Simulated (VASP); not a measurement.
# PbO2: single point with r2SCAN

The system is PbO2.

```
CELL_PARAMETERS angstrom
0.00000 2.62862 2.62862
2.62862 0.00000 2.62862
2.62862 2.62862 0.00000
ATOMIC_POSITIONS crystal
Pb 0.00000 0.00000 0.00000
O 0.25000 0.25000 0.25000
O 0.75000 0.75000 0.75000
```

```yaml
Program: VASP 6.6.1
Task: single point
Functional: r2SCAN
Potentials_or_basis: VASP PAW PBE potentials, release 64 (Pb_d, O_h)
Cutoff: 910 eV
k_mesh: 6 × 6 × 6
Occupations: fermi-dirac, width 0.02 eV
Spin: no spin polarisation
Dipole_correction: no
Second_run: hard_potentials
Further_INCAR_settings: ALGO = Normal; EDIFF = 1e-06; NBANDS = 20
```

```yaml
Pressure: 7.0 GPa
Band_gap_on_the_k_mesh: zero (band 13 reaches 6.80 eV, above the bottom of band 14 at 5.40 eV)
```

Levels at points of the mesh, in eV from the Fermi level:
```csv
k point,band 10,band 11,band 12,band 13,band 14,band 15,band 16,band 17
"(0.00, 0.00, 0.00)",-2.21,-1.82,-1.45,-1.45,-1.45,7.86,7.86,7.86
"(0.50, 0.00, 0.00)",-3.19,-3.19,-1.62,-1.62,3.41,7.92,10.93,10.93
"(0.50, 0.50, 0.00)",-5.10,-0.37,-0.20,-0.20,2.34,7.43,9.96,12.51
```

Wall time 110 s on 1 thread of AMD EPYC 9R14 (Zen 4), with other jobs on the host, peak memory 0.24 GiB.

Caveat: the cutoff is under 1.25 times the usual one of these potentials, so pressure, stress and relaxed cells hold a basis-set (Pulay) error; the PAW data sets were made with another functional, which shifts forces and pressure a little; spin-orbit coupling is left out, which moves the levels of the heavy elements.
